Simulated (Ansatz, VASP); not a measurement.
# AlN in VASP and in Ansatz

```xyz
4
Lattice="3.2310 0.0000 0.0000 -1.6155 2.7981 0.0000 0.0000 0.0000 5.1777" Properties=species:S:1:pos:R:3 pbc="T T T"
Al    0.0000    1.8654   -0.0148
Al    1.6155    0.9327    2.5740
N     0.0000    1.8654    1.9565
N     1.6155    0.9327    4.5454
```

Change from the starting cell: hydrostatic strain +4.0%.

Alike in both runs: task single point; functional HSE06; k mesh 6 × 6 × 4; no spin polarisation.

```csv
,VASP,Ansatz
version,VASP 6.6.1,Ansatz 0.2.0
potentials or method,"VASP PAW PBE potentials, release 64 (Al, N)","plane waves, PAW"
plane-wave cutoff (eV),520,420
occupations,"gaussian, width 0.01 eV",fixed
valence electrons in the cell,16,16
```

Ansatz gave:

- gap on the k mesh at the Fermi level (eV): 4.51
- pressure (GPa): -20.3
- traceless stress, the component that is largest in VASP (GPa): 0.86
- rms of the force components (eV/Å): 0.005

Question: Which values does VASP return?

Answer: gap on the k mesh at the Fermi level (eV): 4.50; pressure (GPa): -20.5; traceless stress, the component that is largest in VASP (GPa): 0.93; rms of the force components (eV/Å): 0.004.

Atom by atom the forces differ by 0.001 eV/Å (rms over components). Ansatz's warnings: stress exchange threshold loose, stress scf threshold loose.
